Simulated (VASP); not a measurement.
# LuTa2 (P6_3/mmc) in VASP: a series of runs

LuTa2 is run at these levels: PBE; tasks: single point.

Everything below comes from runs of VASP 6.6.1. Logs are shortened: lines on timing, memory, paths and dates and some standing lists are left out, and cuts for length are marked.

### Step 1. The cell of the first run

Symmetry: P6_3/mmc, No. 194, hexagonal system. The conventional cell has a = 4.808 Å, b = 4.808 Å, c = 5.864 Å, α = 90.00°, β = 90.00°, γ = 120.00°. Within 3.7 Å of Lu (site symmetry -6m2) lie 11 Ta at 2.78 to 3.14 Å. Ta (site symmetry -6m2) has 5 Lu at 2.78 to 2.93 Å and 6 Ta at 3.14 Å within 3.7 Å. Within 3.9 Å of Ta (site symmetry -3m) lie 8 Ta at 2.93 to 3.14 Å and 6 Lu at 3.14 Å.

The cell was generated, and may not be a known phase.

### Step 2. Single point, PBE

The input, INCAR:

```
PREC = Accurate
ENCUT = 520
EDIFF = 1E-6
ISMEAR = 0
SIGMA = 0.1
LREAL = F
LASPH = T
NELM = 60
ALGO = Fast
ISIF = 2
LWAVE = F
LCHARG = F
GGA = PE
NBANDS = 56
```

The input, KPOINTS:

```
Automatic mesh
0
Gamma
  6 6 4
```

The input, POSCAR:

```
LuTa2
1.0
    4.8082966100      0.0000000000      0.0000000000
   -2.4041483100      4.1641070200      0.0000000000
    0.0000000000      0.0000000000      5.8637761600
Lu Ta
2 4
Direct
    0.3333333300      0.6666666700      0.2500000000
    0.6666666700      0.3333333300      0.7500000000
    0.3333333300      0.6666666700      0.7500000000
    0.6666666700      0.3333333300      0.2500000000
    0.0000000000      0.0000000000      0.0000000000
    0.0000000000      0.0000000000      0.5000000000
```

Potentials or basis: VASP PAW PBE potentials, release 64 (Lu, Ta_pv).

Run with:

```sh
$ cat potpaw_PBE.64/Lu/POTCAR potpaw_PBE.64/Ta_pv/POTCAR > POTCAR
$ mpirun -np 1 vasp_std > vasp.out
```

OUTCAR:

```text
PREC = Accurate
   ENCUT = 520
   EDIFF = 1E-6
   ISMEAR = 0
   LREAL = F
   LASPH = T
   NELM = 60
   ISIF = 2
   GGA = PE

 ion  position               nearest neighbor table
   1  0.333  0.667  0.250-   4 2.78   4 2.78   4 2.78   3 2.93   3 2.93   5 3.14   6 3.14   6 3.14
                             5 3.14   6 3.14   5 3.14
   2  0.667  0.333  0.750-   3 2.78   3 2.78   3 2.78   4 2.93   4 2.93   5 3.14   6 3.14   5 3.14
                             6 3.14   5 3.14   6 3.14
   3  0.333  0.667  0.750-   2 2.78   2 2.78   2 2.78   1 2.93   1 2.93   5 3.14   6 3.14   6 3.14
                             5 3.14   6 3.14   5 3.14
   4  0.667  0.333  0.250-   1 2.78   1 2.78   1 2.78   2 2.93   2 2.93   5 3.14   6 3.14   5 3.14
                             6 3.14   5 3.14   6 3.14
   5  0.000  0.000  0.000-   6 2.93   6 2.93   3 3.14   4 3.14   1 3.14   2 3.14   2 3.14   4 3.14
                             1 3.14   3 3.14   2 3.14   4 3.14   1 3.14   3 3.14
   6  0.000  0.000  0.500-   5 2.93   5 2.93   3 3.14   4 3.14   1 3.14   2 3.14   2 3.14   4 3.14
                             1 3.14   3 3.14   2 3.14   4 3.14   1 3.14   3 3.14

  LATTYP: Found a hexagonal cell.
 ALAT       =     4.8082966100
 C/A-ratio  =     1.2195121548

  Lattice vectors:

 A1 = (   4.8082966100,   0.0000000000,   0.0000000000)
 A2 = (  -2.4041483100,   4.1641070200,   0.0000000000)
 A3 = (   0.0000000000,   0.0000000000,   5.8637761600)

Analysis of symmetry for initial positions (statically):
=====================================================================
 Subroutine PRICEL returns:
 Original cell was already a primitive cell.

 Routine SETGRP: Setting up the symmetry group for a
 hexagonal supercell.

 Subroutine GETGRP returns: Found 24 space group operations
 (whereof 12 operations were pure point group operations)
 out of a pool of 24 trial point group operations.

The static configuration has the point symmetry D_3d.
 The point group associated with its full space group is D_6h.

Analysis of symmetry for dynamics (positions and initial velocities):
=====================================================================
 Subroutine PRICEL returns:
 Original cell was already a primitive cell.

 Routine SETGRP: Setting up the symmetry group for a
 hexagonal supercell.

 Subroutine GETGRP returns: Found 24 space group operations
 (whereof 12 operations were pure point group operations)
 out of a pool of 24 trial point group operations.

The dynamic configuration has the point symmetry D_3d.
 The point group associated with its full space group is D_6h.

 Subroutine INISYM returns: Found 24 space group operations
 (whereof 12 operations are pure point group operations),
 and found     1 'primitive' translations

----------------------------------------------------------------------------------------

                                     Primitive cell

  volume of cell :     117.4061

  direct lattice vectors                    reciprocal lattice vectors
     4.808296610  0.000000000  0.000000000     0.207973859  0.120073763  0.000000000
    -2.404148310  4.164107020  0.000000000     0.000000000  0.240147526  0.000000000
     0.000000000  0.000000000  5.863776160     0.000000000  0.000000000  0.170538570

  length of vectors
     4.808296610  4.808296618  5.863776160     0.240147527  0.240147526  0.170538570

  position of ions in fractional coordinates (direct lattice)
     0.333333330  0.666666670  0.250000000
     0.666666670  0.333333330  0.750000000
     0.333333330  0.666666670  0.750000000
     0.666666670  0.333333330  0.250000000
     0.000000000  0.000000000  0.000000000
     0.000000000  0.000000000  0.500000000

  ion indices of the primitive-cell ions
   primitive index   ion index
                 1           1
                 2           2
                 3           3
                 4           4
                 5           5
                 6           6

----------------------------------------------------------------------------------------

 KPOINTS: Automatic mesh

Automatic generation of k-mesh.
 Grid dimensions read from file:
 generate k-points for:    6    6    4

 Generating k-lattice:

  Cartesian coordinates                     Fractional coordinates (reciprocal lattice)
     0.034662310  0.020012294  0.000000000     0.166666667  0.000000000  0.000000000
     0.000000000  0.040024588  0.000000000     0.000000000  0.166666667  0.000000000
     0.000000000  0.000000000  0.042634642     0.000000000  0.000000000  0.250000000

  Length of vectors
     0.040024588  0.040024588  0.042634642

  Shift w.r.t. Gamma in fractional coordinates (k-lattice)
     0.000000000  0.000000000  0.000000000

 Subroutine IBZKPT returns following result:
 ===========================================

 Found     21 irreducible k-points:

 Following reciprocal coordinates:
            Coordinates               Weight
  0.000000  0.000000  0.000000      1.000000
  0.166667 -0.000000  0.000000      6.000000
  0.333333  0.000000  0.000000      6.000000
  0.500000  0.000000  0.000000      3.000000
  0.166667  0.166667  0.000000      6.000000
  0.333333  0.166667  0.000000     12.000000
[... 13 lines left out ...]
  0.333333  0.166667  0.500000     12.000000
  0.333333  0.333333  0.500000      2.000000
   k-points           NKPTS =     21   k-points in BZ     NKDIM =     21   number of bands    NBANDS=     56
   number of dos      NEDOS =    301   number of ions     NIONS =      6
   total plane-waves  NPLWV =  62208
   dimension x,y,z NGX =    36 NGY =   36 NGZ =   48
   dimension x,y,z NGXF=    72 NGYF=   72 NGZF=   96
   ions per type =               2   4
   NGX,Y,Z   is equivalent  to a cutoff of  12.45, 12.45, 13.61 a.u.
   NGXF,Y,Z  is equivalent  to a cutoff of  24.89, 24.89, 27.22 a.u.
 SYSTEM =  unknown system
   PREC   = accura    normal or accurate (medium, high low for compatibility)
   ISTART =      0    job   : 0-new  1-cont  2-samecut
   ICHARG =      2    charge: 1-file 2-atom 10-const
   ISPIN  =      1    spin polarized calculation?
   LNONCOLLINEAR =      F non collinear calculations
   LSORBIT =      F    spin-orbit coupling
   LASPH  =      T    aspherical Exc in radial PAW
   ENCUT  =  520.0 eV  38.22 Ry    6.18 a.u.   8.94  8.94 10.90*2*pi/ulx,y,z
   NELM   =     60;   NELMIN=  2; NELMDL= -5     # of ELM steps
   EDIFF  = 0.1E-05   stopping-criterion for ELM
   LREAL  =      F    real-space projection
[... 7 lines left out ...]
   TEBEG  =    0.0;   TEEND  =   0.0 temperature during run
   PSTRESS=    0.0 pullay stress
   NELECT =      94.0000    total number of electrons
   NUPDOWN=      -1.0000    fix difference up-down
   EMIN   =  10.00;   EMAX   =-10.00  energy-range for DOS
   EFERMI =   0.00;   METHOD = LEGACY
   ISMEAR =     0;   SIGMA  =   0.10  broadening in eV -4-tet -1-fermi 0-gaus
   EFERMI_NEDOS =   21; number of points for ismear=-14 and -15
   IALGO  =     68    algorithm
   IMIX   =      4    mixing-type and parameters
     AMIX     =   0.40;   BMIX     =  1.00
     AMIX_MAG =   1.60;   BMIX_MAG =  1.00
  volume/ion in A,a.u.               =      19.57       132.05
  Fermi-wavevector in a.u.,A,eV,Ry     =   1.520153  2.872672 31.441226  2.310865
  Thomas-Fermi vector in A             =   2.629042
   LORBIT       =      0    0 simple, 1 ext, 2 COOP (PROOUT), +10 PAW based schemes
   GGA     = PE    functional components
   LHFCALC =     F    Hartree Fock is set to
   AEXX    =    0.0000 exact exchange contribution
   IVDW    =     0    specifies the selected vdW correction
   LEPSILON=     F    determine dielectric tensor
   LRPA    =     F    only Hartree local field effects (RPA)
 non-spin polarized calculation
 RMM-DIIS sequential band-by-band and
 Gauss-broadening in eV      SIGMA  =   0.10
  energy-cutoff  :      520.00
  volume of cell :      117.41
 maximum number of plane-waves:      3192
 NGX is ok and might be reduce to    36
   NGX = 17   NGY = 17   NGZ = 21

 number of electron      94.0000023 magnetization

 Free energy of the ion-electron system (eV)
  ---------------------------------------------------
  ext. energy  EPLUGINS =         0.00000000
  ---------------------------------------------------
  free energy    TOTEN  =       -53.17664236 eV

  energy without entropy =      -53.14470127  energy(sigma->0) =      -53.16067182

 E-fermi :   4.7857     XC(G=0): -12.3811

 val. band max:        4.7768264661   @ k =   0.0000   0.0000   0.2500
 cond. band min:       4.7972144403   @ k =   0.3333   0.1667   0.2500
 fundamental gap:      0.0203879742
 Fermi energy:         4.7857088917

 k-point     1 :       0.0000    0.0000    0.0000
  band No.  band energies     occupation
      1     -50.3962      2.00000
      2     -50.3932      2.00000
      3     -29.7628      2.00000
      4     -29.6762      2.00000
      5     -29.6762      2.00000
      6     -29.5596      2.00000
[... 48 lines left out ...]
     55       7.2156      0.00000
     56       7.2157      0.00000

 k-point     2 :       0.1667   -0.0000    0.0000
  band No.  band energies     occupation
      1     -50.3962      2.00000
      2     -50.3936      2.00000
      3     -29.7814      2.00000
      4     -29.6934      2.00000
      5     -29.6683      2.00000
      6     -29.6070      2.00000
[... 48 lines left out ...]
     55       7.0329      0.00000
     56       7.0550      0.00000

 k-point     3 :       0.3333    0.0000    0.0000
  band No.  band energies     occupation
      1     -50.3962      2.00000
      2     -50.3944      2.00000
      3     -29.8151      2.00000
      4     -29.7229      2.00000
      5     -29.6564      2.00000
      6     -29.6295      2.00000
[... 995 lines left out ...]
 k-point    20 :       0.3333    0.1667    0.5000
  band No.  band energies     occupation
      1     -50.3957      2.00000
      2     -50.3957      2.00000
      3     -29.6821      2.00000
      4     -29.6821      2.00000
      5     -29.6104      2.00000
      6     -29.6104      2.00000
[... 48 lines left out ...]
     55       7.0523      0.00000
     56       7.5790      0.00000

 k-point    21 :       0.3333    0.3333    0.5000
  band No.  band energies     occupation
      1     -50.3958      2.00000
      2     -50.3958      2.00000
      3     -29.6959      2.00000
      4     -29.6959      2.00000
      5     -29.5967      2.00000
      6     -29.5967      2.00000
[... 48 lines left out ...]
     55       6.7524      0.00000
     56       6.7525      0.00000

------------------------ aborting loop because EDIFF is reached ----------------------------------------

  FORCE on cell =-STRESS in cart. coord.  units (eV):
  Direction    XX          YY          ZZ          XY          YZ          ZX
  --------------------------------------------------------------------------------------
  -------------------------------------------------------------------------------------
  Total        6.4206189      6.4206189      2.2897371     -0.0000000      0.0000000      0.0000000
  in kB       87.6187313     87.6187316     31.2468097     -0.0000001      0.0000000      0.0000000
  external PRESSURE =      68.8280909 kB  Pullay stress =       0.0000000 kB

 VOLUME and BASIS-vectors are now :
 -----------------------------------------------------------------------------
  energy-cutoff  :      520.00
  volume of cell :      117.41
      direct lattice vectors                 reciprocal lattice vectors
     4.808296610  0.000000000  0.000000000     0.207973859  0.120073763  0.000000000
    -2.404148310  4.164107020  0.000000000     0.000000000  0.240147526  0.000000000
     0.000000000  0.000000000  5.863776160     0.000000000  0.000000000  0.170538570

 POSITION                                       TOTAL-FORCE (eV/Angst)
 -----------------------------------------------------------------------------------
     -0.00000      2.77607      1.46594         0.000000     -0.000000      0.000000
      2.40415      1.38804      4.39783        -0.000000      0.000000      0.000000
     -0.00000      2.77607      4.39783        -0.000000      0.000000      0.000000
      2.40415      1.38804      1.46594         0.000000     -0.000000      0.000000
      0.00000      0.00000      0.00000         0.000000     -0.000000      0.000000
      0.00000      0.00000      2.93189         0.000000     -0.000000      0.000000
 -----------------------------------------------------------------------------------
    total drift:                               -0.000012      0.000007      0.000000

  FREE ENERGIE OF THE ION-ELECTRON SYSTEM (eV)
  ---------------------------------------------------
  free  energy   TOTEN  =       -53.1766423595 eV

  energy  without entropy=      -53.1447012730  energy(sigma->0) =      -53.16067182
```

It took 3.1 min on 1 thread of Intel Xeon 6975P-C (Granite Rapids), shared host; peak memory 0.32 GiB.

Results:

```yaml
Free_energy: -53.1766 eV
Pressure: 6.9 GPa
Band_gap_on_the_k_mesh: zero (bands 47 and 48 overlap by 2.10 eV)
```

Levels at points of the mesh, in eV from the Fermi level:
```
           k point  band 44  band 45  band 46  band 47  band 48  band 49  band 50  band 51
(0.00, 0.00, 0.00)    -0.91    -0.84    -0.84    -0.78     0.43     0.83     0.83     1.82
(0.50, 0.00, 0.00)    -0.75    -0.75    -0.64    -0.43    -0.21     0.35     0.56     1.03
(0.00, 0.00, 0.50)    -1.75    -1.58    -1.58     1.77     1.78     1.80     1.80     1.80
(0.50, 0.00, 0.50)    -1.08    -0.69    -0.69    -0.29    -0.29    -0.09    -0.09     1.21
```

Caveat: the stress differs along the axes, from 3 to 9 GPa; spin-orbit coupling is left out, which moves the levels of the heavy elements.

### Step 3. Single point, PBE

This run uses another cell than the first one, of 20.56 Å³/atom.

The input, INCAR:

```
SYSTEM = LuTa2
PREC     = Accurate       ! precision mode
ENCUT    = 520            ! plane-wave cutoff, eV
EDIFF    = 1E-6           ! SCF threshold, eV
ISMEAR   = 0              ! smearing method
SIGMA    = 0.1            ! smearing width, eV
LREAL    = .False.        ! projectors in reciprocal space
LASPH    = .True.         ! aspherical terms in the spheres
NELM     = 100            ! most SCF steps
ALGO     = Fast           ! electronic algorithm
ISIF     = 2              ! what is computed and relaxed
LWAVE    = .False.        ! write WAVECAR
LCHARG   = .True.         ! write CHGCAR
GGA      = PE             ! functional
LELF     = .True.         ! ELF
LVHAR    = .True.       
NBANDS   = 56             ! bands
```

The input, KPOINTS:

```
regular mesh
0
Gamma
  12 12 6
  0 0 0
```

The input, POSCAR:

```
LuTa2
1.0
    4.9299638410      0.0000000000      0.0000000000
   -2.4649819205      4.2694739261      0.0000000000
    0.0000000000      0.0000000000      5.8593914637
Lu Ta
2 4
Direct
    0.3333333333      0.6666666667      0.2500000000
    0.6666666667      0.3333333333      0.7500000000
    0.3333333333      0.6666666667      0.7500000000
    0.6666666667      0.3333333333      0.2500000000
    0.0000000000      0.0000000000      0.0000000000
    0.0000000000      0.0000000000      0.5000000000
```

Potentials or basis: VASP PAW PBE potentials, release 64 (Lu, Ta_pv).

Run with:

```sh
$ cat potpaw_PBE.64/Lu/POTCAR potpaw_PBE.64/Ta_pv/POTCAR > POTCAR
$ mpirun -np 1 vasp_std > vasp.out
```

Run time: 15 min. Hardware: 1 thread of Intel Xeon 6975P-C (Granite Rapids), shared host; peak memory 0.58 GiB.

It converged, with:

```yaml
Free_energy: -53.3431 eV
Pressure: 0.5 GPa
Band_gap_on_the_k_mesh: zero (bands 47 and 48 overlap by 1.97 eV)
```

Levels at points of the mesh, in eV from the Fermi level:
| k point | band 43 | band 44 | band 45 | band 46 | band 47 | band 48 | band 49 | band 50 | band 51 | band 52 |
| --- | --- | --- | --- | --- | --- | --- | --- | --- | --- | --- |
| (0.00, 0.00, 0.00) | -0.92 | -0.92 | -0.90 | -0.85 | -0.85 | 0.26 | 0.77 | 0.77 | 1.70 | 1.70 |
| (0.50, 0.00, 0.00) | -0.73 | -0.70 | -0.65 | -0.61 | -0.43 | -0.13 | 0.21 | 0.63 | 0.93 | 1.17 |
| (0.00, 0.00, 0.50) | -1.63 | -1.63 | -1.33 | -1.33 | 1.66 | 1.71 | 1.77 | 1.77 | 1.77 | 1.81 |
| (0.50, 0.00, 0.50) | -1.03 | -1.03 | -0.57 | -0.57 | -0.17 | -0.17 | -0.04 | -0.04 | 1.24 | 1.24 |

Caveat: spin-orbit coupling is left out, which moves the levels of the heavy elements.

The gap in the log of VASP goes by the Fermi energy; the results here count the filled bands.